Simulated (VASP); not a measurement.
# LiH3O2 (P6/mmm) in VASP: a series of runs

The runs below take LiH3O2 through single point, relaxation of cell and atoms, with r2SCAN.

Everything below comes from runs of VASP 6.6.1. Logs are shortened: lines on timing, memory, paths and dates and some standing lists are left out, and cuts for length are marked.

**1. The cell of the first run**

Symmetry: P6/mmm, No. 191, hexagonal system. The conventional cell has a = 4.091 Å, b = 4.091 Å, c = 2.347 Å, α = 90.00°, β = 90.00°, γ = 120.00°. Within 3.1 Å of Li (site symmetry 6/mmm) lie 2 Li at 2.35 Å and 12 H at 2.36 Å and 6 O at 2.36 Å. Within 2.2 Å of H (site symmetry mmm) lie 4 O at 1.67 Å and 4 H at 2.05 Å. O (site symmetry -6m2) has 6 H at 1.67 Å within 2.2 Å.

**2. Single point, r2SCAN**

Contents of POSCAR:

```
LiH3O2
1.0
    4.0909602853      0.0000000000      0.0000000000
   -2.0454801427      3.5428755330      0.0000000000
    0.0000000000      0.0000000000      2.3474003741
Li H O
1 3 2
Direct
    0.0000000000      0.0000000000      0.0000000000
    0.5000000000      0.0000000000      0.5000000000
    0.5000000000      0.5000000000      0.5000000000
    0.0000000000      0.5000000000      0.5000000000
    0.3333333333      0.6666666667      0.0000000000
    0.6666666667      0.3333333333      0.0000000000
```

Contents of INCAR.step1:

```
ALGO     = Normal         # electronic algorithm
EDIFF    = 1E-4           # SCF threshold, eV
ENCUT    = 520            # plane-wave cutoff, eV
GGA      = PE             # functional
ISMEAR   = 0              # smearing method
LASPH    = True           # aspherical terms in the spheres
LCHARG   = False          # write CHGCAR
LREAL    = False          # projectors in reciprocal space
LWAVE    = True           # write WAVECAR
NBANDS   = 18             # bands
NELM     = 60             # most SCF steps
PREC     = Accurate       # precision mode
SIGMA    = 0.1            # smearing width, eV
```

Contents of INCAR.step2:

```
ALGO     = Normal         # electronic algorithm
EDIFF    = 1E-6           # SCF threshold, eV
ENCUT    = 520            # plane-wave cutoff, eV
ISIF     = 2              # what is computed and relaxed
ISMEAR   = 0              # smearing method
ISTART   = 1            
LASPH    = True           # aspherical terms in the spheres
LCHARG   = False          # write CHGCAR
LMIXTAU  = True         
LREAL    = False          # projectors in reciprocal space
LWAVE    = False          # write WAVECAR
METAGGA  = R2SCAN         # meta-GGA
NBANDS   = 18             # bands
NELM     = 60             # most SCF steps
PREC     = Accurate       # precision mode
SIGMA    = 0.1            # smearing width, eV
```

Contents of KPOINTS:

```
k-points
0
Gamma
  6 6 6
```

Potentials or basis: VASP PAW PBE potentials, release 64 (Li_sv, H, O).

Started as:

```bash
$ cat potpaw_PBE.64/Li_sv/POTCAR potpaw_PBE.64/H/POTCAR potpaw_PBE.64/O/POTCAR > POTCAR
$ cp INCAR.step1 INCAR
$ mpirun -np 1 vasp_std > vasp.out
$ cp INCAR.step2 INCAR
$ mpirun -np 1 vasp_std > vasp.out
```

OUTCAR:

```text
EDIFF = 1E-6
   ENCUT = 520
   ISIF = 2
   ISMEAR = 0
   ISTART = 1
   LASPH = True
   LREAL = False
   METAGGA = R2SCAN
   NELM = 60
   PREC = Accurate

 ion  position               nearest neighbor table
   1  0.000  0.000  0.000-
   2  0.500  0.000  0.500-
   3  0.500  0.500  0.500-
   4  0.000  0.500  0.500-
   5  0.333  0.667  0.000-
   6  0.667  0.333  0.000-

  LATTYP: Found a hexagonal cell.
 ALAT       =     4.0909602853
 C/A-ratio  =     0.5738017997

  Lattice vectors:

 A1 = (   4.0909602853,   0.0000000000,   0.0000000000)
 A2 = (  -2.0454801427,   3.5428755330,   0.0000000000)
 A3 = (   0.0000000000,   0.0000000000,   2.3474003741)

Analysis of symmetry for initial positions (statically):
=====================================================================
 Subroutine PRICEL returns:
 Original cell was already a primitive cell.

 Routine SETGRP: Setting up the symmetry group for a
 hexagonal supercell.

 Subroutine GETGRP returns: Found 24 space group operations
 (whereof 24 operations were pure point group operations)
 out of a pool of 24 trial point group operations.

The static configuration has the point symmetry D_6h.

Analysis of symmetry for dynamics (positions and initial velocities):
=====================================================================
 Subroutine PRICEL returns:
 Original cell was already a primitive cell.

 Routine SETGRP: Setting up the symmetry group for a
 hexagonal supercell.

 Subroutine GETGRP returns: Found 24 space group operations
 (whereof 24 operations were pure point group operations)
 out of a pool of 24 trial point group operations.

The dynamic configuration has the point symmetry D_6h.

 Subroutine INISYM returns: Found 24 space group operations
 (whereof 24 operations are pure point group operations),
 and found     1 'primitive' translations

----------------------------------------------------------------------------------------

                                     Primitive cell

  volume of cell :      34.0227

  direct lattice vectors                    reciprocal lattice vectors
     4.090960285  0.000000000  0.000000000     0.244441385  0.141128300  0.000000000
    -2.045480143  3.542875533  0.000000000     0.000000000  0.282256599  0.000000000
     0.000000000  0.000000000  2.347400374     0.000000000  0.000000000  0.426003170

  length of vectors
     4.090960285  4.090960285  2.347400374     0.282256599  0.282256599  0.426003170

  position of ions in fractional coordinates (direct lattice)
     0.000000000  0.000000000  0.000000000
     0.500000000  0.000000000  0.500000000
     0.500000000  0.500000000  0.500000000
     0.000000000  0.500000000  0.500000000
     0.333333333  0.666666667  0.000000000
     0.666666667  0.333333333  0.000000000

  ion indices of the primitive-cell ions
   primitive index   ion index
                 1           1
                 2           2
                 3           3
                 4           4
                 5           5
                 6           6

----------------------------------------------------------------------------------------

 KPOINTS: k-points

Automatic generation of k-mesh.
 Grid dimensions read from file:
 generate k-points for:    6    6    6

 Generating k-lattice:

  Cartesian coordinates                     Fractional coordinates (reciprocal lattice)
     0.040740231  0.023521383  0.000000000     0.166666667  0.000000000  0.000000000
     0.000000000  0.047042767  0.000000000     0.000000000  0.166666667  0.000000000
     0.000000000  0.000000000  0.071000528     0.000000000  0.000000000  0.166666667

  Length of vectors
     0.047042767  0.047042767  0.071000528

  Shift w.r.t. Gamma in fractional coordinates (k-lattice)
     0.000000000  0.000000000  0.000000000

 Subroutine IBZKPT returns following result:
 ===========================================

 Found     28 irreducible k-points:

 Following reciprocal coordinates:
            Coordinates               Weight
  0.000000  0.000000  0.000000      1.000000
  0.166667  0.000000  0.000000      6.000000
  0.333333 -0.000000  0.000000      6.000000
  0.500000 -0.000000  0.000000      3.000000
  0.166667  0.166667  0.000000      6.000000
  0.333333  0.166667  0.000000     12.000000
[... 16 lines left out ...]
  0.166667  0.000000  0.500000      6.000000
  0.333333 -0.000000  0.500000      6.000000
 [... further k-points ...]
   k-points           NKPTS =     28   k-points in BZ     NKDIM =     28   number of bands    NBANDS=     18
   number of dos      NEDOS =    301   number of ions     NIONS =      6
   total plane-waves  NPLWV =  16200
   dimension x,y,z NGX =    30 NGY =   30 NGZ =   18
   dimension x,y,z NGXF=    60 NGYF=   60 NGZF=   36
   ions per type =               1   3   2
   NGX,Y,Z   is equivalent  to a cutoff of  12.19, 12.19, 12.75 a.u.
   NGXF,Y,Z  is equivalent  to a cutoff of  24.38, 24.38, 25.50 a.u.
 SYSTEM =  unknown system
   PREC   = accura    normal or accurate (medium, high low for compatibility)
   ISTART =      1    job   : 0-new  1-cont  2-samecut
   ICHARG =      0    charge: 1-file 2-atom 10-const
   ISPIN  =      1    spin polarized calculation?
   LNONCOLLINEAR =      F non collinear calculations
   LSORBIT =      F    spin-orbit coupling
   LASPH  =      T    aspherical Exc in radial PAW
   ENCUT  =  520.0 eV  38.22 Ry    6.18 a.u.   7.61  7.61  4.36*2*pi/ulx,y,z
   NELM   =     60;   NELMIN=  2; NELMDL=  0     # of ELM steps
   EDIFF  = 0.1E-05   stopping-criterion for ELM
   LREAL  =      F    real-space projection
   EDIFFG = 0.1E-04   stopping-criterion for IOM
   NSW    =      0    number of steps for IOM
   IBRION =     -1    ionic relax: 0-MD 1-quasi-New 2-CG
   NFREE  =      0    steps in history (QN), initial steepest desc. (CG)
   ISIF   =      2    stress and relaxation
   ISYM   =      2    0-nonsym 1-usesym 2-fastsym
   POTIM  = 0.5000    time-step for ionic-motion
   TEBEG  =    0.0;   TEEND  =   0.0 temperature during run
   PSTRESS=    0.0 pullay stress
   NELECT =      18.0000    total number of electrons
   NUPDOWN=      -1.0000    fix difference up-down
   EMIN   =  10.00;   EMAX   =-10.00  energy-range for DOS
   EFERMI =   0.00;   METHOD = LEGACY
   ISMEAR =     0;   SIGMA  =   0.10  broadening in eV -4-tet -1-fermi 0-gaus
   EFERMI_NEDOS =   21; number of points for ismear=-14 and -15
   IALGO  =     38    algorithm
   IMIX   =      4    mixing-type and parameters
     AMIX     =   0.40;   BMIX     =  1.00
     AMIX_MAG =   1.60;   BMIX_MAG =  1.00
  volume/ion in A,a.u.               =       5.67        38.27
  Fermi-wavevector in a.u.,A,eV,Ry     =   1.324066  2.502121 23.853056  1.753150
  Thomas-Fermi vector in A             =   2.453628
   LORBIT       =      0    0 simple, 1 ext, 2 COOP (PROOUT), +10 PAW based schemes
   METAGGA = R2SCAN    functional components
   LHFCALC =     F    Hartree Fock is set to
   AEXX    =    0.0000 exact exchange contribution
   IVDW    =     0    specifies the selected vdW correction
   LEPSILON=     F    determine dielectric tensor
   LRPA    =     F    only Hartree local field effects (RPA)
 non-spin polarized calculation
 Gauss-broadening in eV      SIGMA  =   0.10
  energy-cutoff  :      520.00
  volume of cell :       34.02
 maximum number of plane-waves:       927
   NGX = 15   NGY = 15   NGZ =  9

 number of electron      18.0000011 magnetization

 Free energy of the ion-electron system (eV)
  ---------------------------------------------------
  ext. energy  EPLUGINS =         0.00000000
  ---------------------------------------------------
  free energy    TOTEN  =       -22.73239266 eV

  energy without entropy =      -22.72839526  energy(sigma->0) =      -22.73039396

 E-fermi :   3.5204     XC(G=0): -11.2815

 val. band max:        3.5133212261   @ k =   0.3333  -0.0000   0.0000
 cond. band min:       3.5648817993   @ k =   0.1667   0.1667   0.0000
 fundamental gap:      0.0515605732
 Fermi energy:         3.5203717161

 k-point     1 :       0.0000    0.0000    0.0000
  band No.  band energies     occupation
      1     -45.1976      2.00000
      2     -18.1311      2.00000
      3     -14.8549      2.00000
      4      -4.1764      2.00000
      5      -4.1764      2.00000
      6       0.5555      2.00000
[... 10 lines left out ...]
     17      24.5563      0.00000
     18      25.2638      0.00000

 k-point     2 :       0.1667    0.0000    0.0000
  band No.  band energies     occupation
      1     -45.1974      2.00000
      2     -17.9848      2.00000
      3     -15.1171      2.00000
      4      -4.3796      2.00000
      5      -3.9929      2.00000
      6       0.2704      2.00000
[... 10 lines left out ...]
     17      24.4129      0.00000
     18      25.6012      0.00000

 k-point     3 :       0.3333   -0.0000    0.0000
  band No.  band energies     occupation
      1     -45.1971      2.00000
      2     -17.5880      2.00000
      3     -15.7354      2.00000
      4      -4.7210      2.00000
      5      -3.5975      2.00000
      6      -0.1454      2.00000
[... 10 lines left out ...]
     17      24.0963      0.00000
     18      24.9365      0.00000

 k-point     4 :       0.5000   -0.0000    0.0000
  band No.  band energies     occupation
      1     -45.1969      2.00000
      2     -17.2493      2.00000
      3     -16.1806      2.00000
      4      -4.8690      2.00000
      5      -3.3786      2.00000
      6      -0.3270      2.00000
[... 375 lines left out ...]
      4      -7.1119      2.00000
      5      -1.2858      2.00000
      6      -0.3449      2.00000
[... 10 lines left out ...]
     17      16.9087      0.00000
     18      16.9091      0.00000

 k-point    23 :       0.1667    0.0000    0.5000
  band No.  band energies     occupation
      1     -45.1184      2.00000
      2     -15.3900      2.00000
      3     -13.4930      2.00000
      4      -6.8821      2.00000
      5      -1.9507      2.00000
      6      -0.5269      2.00000
[... 10 lines left out ...]
     17      17.0620      0.00000
     18      17.3155      0.00000

 k-point    24 :       0.3333   -0.0000    0.5000
  band No.  band energies     occupation
      1     -45.1182      2.00000
      2     -15.1105      2.00000
      3     -13.8690      2.00000
      4      -6.2481      2.00000
      5      -3.2495      2.00000
      6      -0.8226      2.00000
[... 10 lines left out ...]
     17      17.8293      0.00000
     18      20.2717      0.00000

 [... further k-points ...]
[... 5 lines left out ...]
  --------------------------------------------------------------------------------------
  -------------------------------------------------------------------------------------
  Total       -0.2009018     -0.2009018     -0.1401290      0.0000000      0.0000000     -0.0000000
  in kB       -9.4607631     -9.4607631     -6.5988809      0.0000000      0.0000000     -0.0000000
  external PRESSURE =      -8.5068024 kB  Pullay stress =       0.0000000 kB

 VOLUME and BASIS-vectors are now :
 -----------------------------------------------------------------------------
  energy-cutoff  :      520.00
  volume of cell :       34.02
      direct lattice vectors                 reciprocal lattice vectors
     4.090960285  0.000000000  0.000000000     0.244441385  0.141128300  0.000000000
    -2.045480143  3.542875533  0.000000000     0.000000000  0.282256599  0.000000000
     0.000000000  0.000000000  2.347400374     0.000000000  0.000000000  0.426003170

 POSITION                                       TOTAL-FORCE (eV/Angst)
 -----------------------------------------------------------------------------------
      0.00000      0.00000      0.00000         0.000000      0.000000      0.000000
      2.04548      0.00000      1.17370         0.000000      0.000000      0.000000
      1.02274      1.77144      1.17370         0.000000      0.000000      0.000000
     -1.02274      1.77144      1.17370         0.000000      0.000000      0.000000
     -0.00000      2.36192      0.00000        -0.000000     -0.000000     -0.000000
      2.04548      1.18096      0.00000         0.000000      0.000000      0.000000
 -----------------------------------------------------------------------------------
    total drift:                               -0.000000      0.000000      0.000000

  FREE ENERGIE OF THE ION-ELECTRON SYSTEM (eV)
  ---------------------------------------------------
  free  energy   TOTEN  =       -22.7323926629 eV

  energy  without entropy=      -22.7283952620  energy(sigma->0) =      -22.73039396
```

Run time: 33 s. Hardware: 1 thread of Intel Xeon 6975P-C (Granite Rapids), shared host; peak memory 0.15 GiB.

What came out:

| Item | Value |
| --- | --- |
| Free energy | -22.7324 eV |
| Band gap on the k mesh | zero (band 9 reaches 3.69 eV, above the bottom of band 10 at 3.28 eV) |

Caveat: the k points lie up to 0.45 Å⁻¹ apart; the cutoff is under 1.25 times the usual one of these potentials, so pressure, stress and relaxed cells hold a basis-set (Pulay) error; the PAW data sets were made with another functional, which shifts forces and pressure a little.

(Part 1 of 2 ends here.)
